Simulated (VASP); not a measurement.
Crystal: CsPbBr3.

```
CELL_PARAMETERS angstrom
5.99812 0.00000 0.00000
0.00000 5.99812 0.00000
0.00000 0.00000 5.99812
ATOMIC_POSITIONS crystal
Cs 0.00000 0.00000 0.00000
Pb 0.50000 0.50000 0.50000
Br 0.00000 0.50000 0.50000
Br 0.50000 0.00000 0.50000
Br 0.50000 0.50000 0.00000
```

```yaml
Program: VASP 6.6.1
Task: relaxation of cell and atoms
Functional: LDA
Potentials_or_basis: VASP PAW LDA potentials, release 64 (Cs_sv, Pb_d, Br)
Cutoff: 600 eV
k_mesh: 6 × 6 × 6
Occupations: gaussian, width 0.02 eV
Spin: no spin polarisation
```

At the start: pressure -2.2 GPa; volume 43.16 Å³/atom.

Question: Where does the relaxation end?

Answer: Over 5 steps the energy falls by 35.5 meV/atom and the volume is 38.52 Å³/atom (-10.8 %); space group Pm-3m (No. 221, to 0.1 Å) before and after.

The path:
```tsv
step	energy change (eV)	largest force (eV/Å)	pressure (GPa)	volume (Å³)
1	0.0000	0.0000	-2.20	215.80
2	-0.1668	0.0000	-0.64	197.83
3	-0.1773	0.0000	-0.03	192.85
4	-0.1773	0.0000	0.03	192.41
5	-0.1774	0.0000	0.00	192.60
```

Final structure:
```
Cs Pb Br
1.0
     5.77498    0.00000    0.00000
     0.00000    5.77498    0.00000
     0.00000    0.00000    5.77498
Cs Pb Br
1 1 3
Direct
  0.00000 0.00000 0.00000
  0.50000 0.50000 0.50000
  0.00000 0.50000 0.50000
  0.50000 0.00000 0.50000
  0.50000 0.50000 0.00000
```
